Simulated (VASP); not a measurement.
# Pb in VASP: notebook

The runs below take Pb through single point, with PBE.

Program: VASP 6.6.1. These are calculated values, not measurements. Logs are shortened: lines on timing, memory, paths and dates and some standing lists are left out, and cuts for length are marked.

## 1. The cell of the first run

It takes space group I4/mmm (No. 139, tetragonal). The conventional cell has a = 3.467 Å, b = 3.467 Å, c = 5.014 Å, α = 90.00°, β = 90.00°, γ = 90.00°. Pb (site symmetry 4/mmm) has 12 Pb at 3.47 to 3.51 Å within 4.6 Å.

## 2. Single point, PBE (z stretched by +1.5 % at fixed volume)

Input file INCAR:

```
SYSTEM = Pb
PREC = Accurate
ENCUT = 520
EDIFF = 1E-7
ISMEAR = -1
SIGMA = 0.05
LREAL = .FALSE.
LASPH = .TRUE.
NELM = 100
ALGO = Normal
ISIF = 2
LWAVE = .FALSE.
LCHARG = .TRUE.
GGA = PE
LELF = .TRUE.
LVHAR = .TRUE.
NBANDS = 13
```

Input file KPOINTS:

```
regular mesh
0
G
  12 12 12
  0 0 0
```

Input file POSCAR:

```
Pb
1.0
    0.0000000000      2.4514823183      2.5068470000
    2.4514823183      0.0000000000      2.5068470000
    2.4514823183      2.4514823183      0.0000000000
Pb
1
Direct
    0.0000000000      0.0000000000      0.0000000000
```

Potentials or basis: VASP PAW PBE potentials, release 64 (Pb_d).

Command:

```sh
$ cat potpaw_PBE.64/Pb_d/POTCAR > POTCAR
$ mpirun -np 1 vasp_std > vasp.out
```

OUTCAR:

```text
SYSTEM = Pb
   PREC = Accurate
   ENCUT = 520
   EDIFF = 1E-7
   ISMEAR = -1
   LREAL = .FALSE.
   LASPH = .TRUE.
   NELM = 100
   ISIF = 2
   GGA = PE

 ion  position               nearest neighbor table
   1  0.000  0.000  0.000-

  LATTYP: Found a body centered tetragonal cell.
 ALAT       =     3.4669195425
 C/A-ratio  =     1.4461523951

  Lattice vectors:

 A1 = (  -2.4514823183,   0.0000000000,   2.5068470000)
 A2 = (   2.4514823183,   0.0000000000,   2.5068470000)
 A3 = (   0.0000000000,   2.4514823183,  -2.5068470000)

Analysis of symmetry for initial positions (statically):
=====================================================================
 Subroutine PRICEL returns:
 Original cell was already a primitive cell.

 Routine SETGRP: Setting up the symmetry group for a
 body centered tetragonal supercell.

 Subroutine GETGRP returns: Found 16 space group operations
 (whereof 16 operations were pure point group operations)
 out of a pool of 16 trial point group operations.

The static configuration has the point symmetry D_4h.

Analysis of symmetry for dynamics (positions and initial velocities):
=====================================================================
 Subroutine PRICEL returns:
 Original cell was already a primitive cell.

 Routine SETGRP: Setting up the symmetry group for a
 body centered tetragonal supercell.

 Subroutine GETGRP returns: Found 16 space group operations
 (whereof 16 operations were pure point group operations)
 out of a pool of 16 trial point group operations.

The dynamic configuration has the point symmetry D_4h.

 Subroutine INISYM returns: Found 16 space group operations
 (whereof 16 operations are pure point group operations),
 and found     1 'primitive' translations

----------------------------------------------------------------------------------------

                                     Primitive cell

  volume of cell :      30.1311

  direct lattice vectors                    reciprocal lattice vectors
     0.000000000  2.451482318  2.506847000    -0.203958232  0.203958232  0.199453736
     2.451482318  0.000000000  2.506847000     0.203958232 -0.203958232  0.199453736
     2.451482318  2.451482318  0.000000000     0.203958232  0.203958232 -0.199453736

  length of vectors
     3.506286845  3.506286845  3.466919542     0.350684636  0.350684636  0.350684636

  position of ions in fractional coordinates (direct lattice)
     0.000000000  0.000000000  0.000000000

  ion indices of the primitive-cell ions
   primitive index   ion index
                 1           1

----------------------------------------------------------------------------------------

 KPOINTS: regular mesh

Automatic generation of k-mesh.
 Grid dimensions read from file:
 generate k-points for:   12   12   12

 Generating k-lattice:

  Cartesian coordinates                     Fractional coordinates (reciprocal lattice)
    -0.016996519  0.016996519  0.016621145     0.083333333 -0.000000000  0.000000000
     0.016996519 -0.016996519  0.016621145    -0.000000000  0.083333333  0.000000000
     0.016996519  0.016996519 -0.016621145     0.000000000  0.000000000  0.083333333

  Length of vectors
     0.029223720  0.029223720  0.029223720

  Shift w.r.t. Gamma in fractional coordinates (k-lattice)
     0.000000000  0.000000000  0.000000000

 Subroutine IBZKPT returns following result:
 ===========================================

 Found    163 irreducible k-points:

 Following reciprocal coordinates:
            Coordinates               Weight
  0.000000  0.000000  0.000000      1.000000
  0.083333  0.000000  0.000000      8.000000
  0.166667  0.000000  0.000000      8.000000
  0.250000  0.000000  0.000000      8.000000
  0.333333  0.000000  0.000000      8.000000
  0.416667 -0.000000  0.000000      8.000000
[... 16 lines left out ...]
  0.500000  0.166667  0.000000      8.000000
 -0.416667  0.166667  0.000000      8.000000
 [... further k-points ...]
   k-points           NKPTS =    163   k-points in BZ     NKDIM =    163   number of bands    NBANDS=     13
   number of dos      NEDOS =    301   number of ions     NIONS =      1
   total plane-waves  NPLWV =  21952
   dimension x,y,z NGX =    28 NGY =   28 NGZ =   28
   dimension x,y,z NGXF=    56 NGYF=   56 NGZF=   56
   ions per type =               1
   NGX,Y,Z   is equivalent  to a cutoff of  13.28, 13.28, 13.43 a.u.
   NGXF,Y,Z  is equivalent  to a cutoff of  26.55, 26.55, 26.85 a.u.
 SYSTEM =  Pb
   PREC   = accura    normal or accurate (medium, high low for compatibility)
   ISTART =      0    job   : 0-new  1-cont  2-samecut
   ICHARG =      2    charge: 1-file 2-atom 10-const
   ISPIN  =      1    spin polarized calculation?
   LNONCOLLINEAR =      F non collinear calculations
   LSORBIT =      F    spin-orbit coupling
   LASPH  =      T    aspherical Exc in radial PAW
   ENCUT  =  520.0 eV  38.22 Ry    6.18 a.u.   6.52  6.52  6.45*2*pi/ulx,y,z
   NELM   =    100;   NELMIN=  2; NELMDL= -5     # of ELM steps
   EDIFF  = 0.1E-06   stopping-criterion for ELM
   LREAL  =      F    real-space projection
   EDIFFG = 0.1E-05   stopping-criterion for IOM
   NSW    =      0    number of steps for IOM
   IBRION =     -1    ionic relax: 0-MD 1-quasi-New 2-CG
   NFREE  =      0    steps in history (QN), initial steepest desc. (CG)
   ISIF   =      2    stress and relaxation
   ISYM   =      2    0-nonsym 1-usesym 2-fastsym
   POTIM  = 0.5000    time-step for ionic-motion
   TEBEG  =    0.0;   TEEND  =   0.0 temperature during run
   PSTRESS=    0.0 pullay stress
   NELECT =      14.0000    total number of electrons
   NUPDOWN=      -1.0000    fix difference up-down
   EMIN   =  10.00;   EMAX   =-10.00  energy-range for DOS
   EFERMI =   0.00;   METHOD = LEGACY
   ISMEAR =    -1;   SIGMA  =   0.05  broadening in eV -4-tet -1-fermi 0-gaus
   EFERMI_NEDOS =   21; number of points for ismear=-14 and -15
   IALGO  =     38    algorithm
   IMIX   =      4    mixing-type and parameters
     AMIX     =   0.40;   BMIX     =  1.00
     AMIX_MAG =   1.60;   BMIX_MAG =  1.00
  volume/ion in A,a.u.               =      30.13       203.33
  Fermi-wavevector in a.u.,A,eV,Ry     =   1.267980  2.396135 21.875082  1.607773
  Thomas-Fermi vector in A             =   2.401099
   LORBIT       =      0    0 simple, 1 ext, 2 COOP (PROOUT), +10 PAW based schemes
   GGA     = PE    functional components
   LHFCALC =     F    Hartree Fock is set to
   AEXX    =    0.0000 exact exchange contribution
   IVDW    =     0    specifies the selected vdW correction
   LEPSILON=     F    determine dielectric tensor
   LRPA    =     F    only Hartree local field effects (RPA)
 non-spin polarized calculation
  energy-cutoff  :      520.00
  volume of cell :       30.13
 maximum number of plane-waves:       837
 NGX is ok and might be reduce to    28
   NGX = 13   NGY = 13   NGZ = 13

 number of electron      13.9999998 magnetization

 Free energy of the ion-electron system (eV)
  ---------------------------------------------------
  ext. energy  EPLUGINS =         0.00000000
  ---------------------------------------------------
  free energy    TOTEN  =        -3.53892113 eV

  energy without entropy =       -3.53011394  energy(sigma->0) =       -3.53451753

 E-fermi :   7.4019     XC(G=0): -10.2141

 val. band max:        7.3956929827   @ k =  -0.2500   0.3333   0.1667
 cond. band min:       7.4034196005   @ k =  -0.3333   0.1667   0.3333
 fundamental gap:      0.0077266178
 Fermi energy:         7.4019362126

 k-point     1 :       0.0000    0.0000    0.0000
  band No.  band energies     occupation
      1      -9.7406      2.00000
      2      -9.7096      2.00000
      3      -9.7096      2.00000
      4      -9.5890      2.00000
      5      -9.5662      2.00000
      6      -4.4430      2.00000
      7      14.8103      0.00000
      8      14.8103      0.00000
      9      14.8508      0.00000
     10      17.1265      0.00000
     11      18.7783      0.00000
     12      19.8670      0.00000
     13      19.9028      0.00000

 k-point     2 :       0.0833    0.0000    0.0000
  band No.  band energies     occupation
      1      -9.7337      2.00000
      2      -9.7065      2.00000
      3      -9.6998      2.00000
      4      -9.5887      2.00000
      5      -9.5676      2.00000
      6      -4.3083      2.00000
      7      13.2824      0.00000
      8      14.6498      0.00000
      9      14.6625      0.00000
     10      16.8540      0.00000
     11      19.4254      0.00000
     12      20.1834      0.00000
     13      20.1906      0.00000

 k-point     3 :       0.1667    0.0000    0.0000
  band No.  band energies     occupation
      1      -9.7267      2.00000
      2      -9.6960      2.00000
      3      -9.6797      2.00000
      4      -9.5791      2.00000
      5      -9.5644      2.00000
      6      -3.9040      2.00000
      7      10.6832      0.00000
      8      14.1973      0.00000
      9      14.3034      0.00000
     10      16.5519      0.00000
     11      19.7822      0.00000
     12      20.4462      0.00000
     13      20.6879      0.00000
[... 305 lines left out ...]
 k-point    23 :       0.5000    0.1667    0.0000
  band No.  band energies     occupation
      1      -9.7616      2.00000
      2      -9.6836      2.00000
      3      -9.6342      2.00000
      4      -9.5105      2.00000
      5      -9.4409      2.00000
      6      -0.7089      2.00000
      7       4.0635      2.00000
      8       9.8423      0.00000
      9      11.8783      0.00000
     10      15.0696      0.00000
     11      19.8628      0.00000
     12      20.7019      0.00000
     13      21.6939      0.00000

 k-point    24 :      -0.4167    0.1667    0.0000
  band No.  band energies     occupation
      1      -9.7477      2.00000
      2      -9.6863      2.00000
      3      -9.6411      2.00000
      4      -9.4891      2.00000
      5      -9.4617      2.00000
      6      -0.4903      2.00000
      7       3.7513      2.00000
      8       9.4018      0.00000
      9      12.3337      0.00000
     10      15.3569      0.00000
     11      19.4246      0.00000
     12      20.2418      0.00000
     13      22.0813      0.00000

 [... further k-points ...]

------------------------ aborting loop because EDIFF is reached ----------------------------------------

  FORCE on cell =-STRESS in cart. coord.  units (eV):
  Direction    XX          YY          ZZ          XY          YZ          ZX
  --------------------------------------------------------------------------------------
  -------------------------------------------------------------------------------------
  Total        0.5045465      0.5045465      0.6149628      0.0000000     -0.0000000     -0.0000000
  in kB       26.8285004     26.8285004     32.6997204      0.0000000     -0.0000000     -0.0000000
  external PRESSURE =      28.7855737 kB  Pullay stress =       0.0000000 kB

 VOLUME and BASIS-vectors are now :
 -----------------------------------------------------------------------------
  energy-cutoff  :      520.00
  volume of cell :       30.13
      direct lattice vectors                 reciprocal lattice vectors
     0.000000000  2.451482318  2.506847000    -0.203958232  0.203958232  0.199453736
     2.451482318  0.000000000  2.506847000     0.203958232 -0.203958232  0.199453736
     2.451482318  2.451482318  0.000000000     0.203958232  0.203958232 -0.199453736

 POSITION                                       TOTAL-FORCE (eV/Angst)
 -----------------------------------------------------------------------------------
      0.00000      0.00000      0.00000         0.000000      0.000000     -0.000000
 -----------------------------------------------------------------------------------
    total drift:                               -0.000000     -0.000000     -0.000000

  FREE ENERGIE OF THE ION-ELECTRON SYSTEM (eV)
  ---------------------------------------------------
  free  energy   TOTEN  =        -3.5389211255 eV

  energy  without entropy=       -3.5301139420  energy(sigma->0) =       -3.53451753
```

It took 58 s on 1 thread of AMD EPYC 7R43 (Zen 3), shared host; peak memory 0.16 GiB.

Results:

```
Free energy            : -3.5389 eV
Pressure               : 2.9 GPa
Band gap on the k mesh : zero (band 7 reaches 14.81 eV, above the bottom of band 8 at 5.70 eV)
```

Caveat: spin-orbit coupling is left out, which moves the levels of the heavy elements.

## 3. Single point, PBE (volume scaled by 0.95)

Input file INCAR:

```
SYSTEM = Pb
ALGO = Normal
EDIFF = 1E-6
ENCUT = 500
GGA = PE
GGA_COMPAT = .FALSE.
ISIF = 2
ISMEAR = -1
LASPH = .TRUE.
LCHARG = .TRUE.
LELF = .TRUE.
LREAL = .FALSE.
LVHAR = .TRUE.
LWAVE = .FALSE.
NBANDS = 13
NELM = 120
PREC = Accurate
SIGMA = 0.05
```

Input file KPOINTS:

```
k-points
0
G
  12 12 12
  0 0 0
```

Input file POSCAR:

```
Pb
1.0
    0.0000000000      2.4279308945      2.4279308945
    2.4279308945      0.0000000000      2.4279308945
    2.4279308945      2.4279308945      0.0000000000
Pb
1
Direct
    0.0000000000      0.0000000000      0.0000000000
```

Potentials or basis: VASP PAW PBE potentials, release 64 (Pb_d).

Command:

```sh
$ cat potpaw_PBE.64/Pb_d/POTCAR > POTCAR
$ mpirun -np 1 vasp_std > vasp.out
```

Wall time 35 s (1 thread of Intel Xeon Platinum 8375C at 2.90GHz (Ice Lake), shared host); peak memory 0.17 GiB.

The run converged. Its results:

```yaml
Free_energy: -3.4965 eV
Pressure: 5.9 GPa
Band_gap_on_the_k_mesh: zero (band 7 reaches 15.83 eV, above the bottom of band 8 at 6.28 eV)
```

Levels at points of the mesh, in eV from the Fermi level:
```
           k point  band 5  band 6  band 7  band 8  band 9  band 10
(0.00, 0.00, 0.00)  -17.00  -12.21    7.83    7.83    7.83     9.74
(0.50, 0.00, 0.00)  -16.84   -8.23   -4.55    5.86    5.86     9.22
(0.50, 0.50, 0.00)  -16.80   -6.68   -3.56    2.06    2.06     5.51
```

Caveat: spin-orbit coupling is left out, which moves the levels of the heavy elements.

## 4. Single point, PBE (volume scaled by 0.975)

Input file INCAR:

```
SYSTEM = Pb
PREC = Accurate
ENCUT = 500
EDIFF = 1E-6
ISMEAR = -1
SIGMA = 0.05
LREAL = .FALSE.
LASPH = .TRUE.
NELM = 120
ALGO = Normal
ISIF = 2
LWAVE = .FALSE.
LCHARG = .FALSE.
GGA = PE
NBANDS = 13
GGA_COMPAT = .FALSE.
```

Input file KPOINTS:

```
Automatic mesh
0
G
  12 12 12
  0 0 0
```

Input file POSCAR:

```
Pb
1.0
    0.0000000000      2.4490443969      2.4490443969
    2.4490443969      0.0000000000      2.4490443969
    2.4490443969      2.4490443969      0.0000000000
Pb
1
Direct
    0.0000000000      0.0000000000      0.0000000000
```

Command:

```sh
$ cat potpaw_PBE.64/Pb_d/POTCAR > POTCAR
$ mpirun -np 1 vasp_std > vasp.out
```

Wall time 30 s (1 thread of Intel Xeon Platinum 8375C at 2.90GHz (Ice Lake), shared host); peak memory 0.17 GiB.

It converged, with:

```
Free energy            : -3.5207 eV
Pressure               : 4.3 GPa
Band gap on the k mesh : zero (band 7 reaches 15.32 eV, above the bottom of band 8 at 6.03 eV)
```

Levels at points of the mesh, in eV from the Fermi level:
| k point | band 5 | band 6 | band 7 | band 8 | band 9 | band 10 |
| --- | --- | --- | --- | --- | --- | --- |
| (0.00, 0.00, 0.00) | -16.99 | -12.02 | 7.63 | 7.63 | 7.63 | 9.74 |
| (0.50, 0.00, 0.00) | -16.84 | -8.20 | -4.41 | 5.71 | 5.71 | 9.21 |
| (0.50, 0.50, 0.00) | -16.80 | -6.71 | -3.44 | 2.04 | 2.04 | 5.43 |

Caveat: spin-orbit coupling is left out, which moves the levels of the heavy elements.

(Continued in part 2 of 2.)
